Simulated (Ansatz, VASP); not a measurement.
**Two plane-wave programs on AlP**

The input INCAR:

```
ALGO = Normal
EDIFF = 1E-6
ENCUT = 500
GGA = PE
GGA_COMPAT = F
ISIF = 2
ISMEAR = 0
LASPH = T
LCHARG = T
LELF = T
LREAL = F
LVHAR = T
LWAVE = F
NBANDS = 11
NELM = 120
PREC = Accurate
SIGMA = 0.02
```

File KPOINTS:

```
k-points
0
Gamma
  8 8 8
```

POSCAR

```
AlP
1.0
    0.0000000000      2.6389495777      2.6389495777
    2.6389495777      0.0000000000      2.6389495777
    2.6389495777      2.6389495777      0.0000000000
Al P
1 1
Direct
    0.0000000000      0.0000000000      0.0000000000
    0.7500000000      0.7500000000      0.7500000000
```

Input for Ansatz:

```yaml
crystal:
  lattice:
    - [0.0, 2.6389495777, 2.6389495777]
    - [2.6389495777, 0.0, 2.6389495777]
    - [2.6389495777, 2.6389495777, 0.0]
  atoms:
    - { symbol: Al, position: [0.0, 0.0, 0.0] }
    - { symbol: P, position: [0.75, 0.75, 0.75] }
basis:
  ecutwfc: 420
kpoints:
  mp_grid: { grid: [8, 8, 8] }
hamiltonian:
  xc: pbe
scf:
  occupations: { method: gaussian, width: 0.02 }
output:
  forces: true
  stress: true
  eigenvalues: true
```

Alike in both runs: task single point; functional PBE; k mesh 8 × 8 × 8; occupations gaussian, width 0.02 eV; no spin polarisation.

```csv
,VASP,Ansatz
version,VASP 6.6.1,Ansatz 0.2.0
potentials or method,"VASP PAW PBE potentials, release 64 (Al, P), cutoff 500 eV","scalar-relativistic, plane waves, PAW"
valence electrons in the cell,8,8
```

```tsv
	VASP	Ansatz	Ansatz less VASP
gap on the k mesh at the Fermi level (eV)	1.36	1.36	+0.003
least direct gap on the mesh (eV)	3.68	3.67	-0.001
pressure (GPa)	13.6	13.8	+0.14
```
